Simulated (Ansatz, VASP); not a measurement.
# Two plane-wave programs on HfB2

```
Hf B
1.0
     3.10367    0.00000    0.00000
    -1.55184    2.68786    0.00000
     0.00000    0.00000    3.42028
Hf B
1 2
Cartesian
  0.0000 0.0000 0.0000
  0.0000 1.7919 1.7101
  1.5518 0.8960 1.7101
```

Alike in both runs: functional LDA; k mesh 15 × 15 × 10; occupations gaussian, width 0.1 eV; no spin polarisation.

Ansatz relaxed the structure, and its values are those at the end. VASP's run is a single point on that final structure, the one shown.

```csv
,VASP,Ansatz
version,VASP 6.6.1,Ansatz 0.2.0
potentials or method,"VASP PAW LDA potentials, release 64 (Hf_pv, B), cutoff 500 eV","scalar-relativistic, plane waves, PAW"
valence electrons in the cell,16,32
```

Ansatz gave:

```
gap on the k mesh at the Fermi level (eV) : none
pressure (GPa)                            : 0.0
```

Task: Estimate VASP's values.

Result: gap on the k mesh at the Fermi level (eV): none; pressure (GPa): 0.7.

Ansatz warns that its potentials were made for another functional, while VASP's fit it. LDA's correlation is that of Perdew and Zunger in VASP and of Perdew and Wang (1992) in Ansatz. A gap of «none» marks a metal or a gap that the smearing closes. VASP's potentials hold 16 valence electrons a cell and Ansatz's 32, so a difference there can come from the potentials and not from the codes.

Spin-orbit coupling is off throughout.
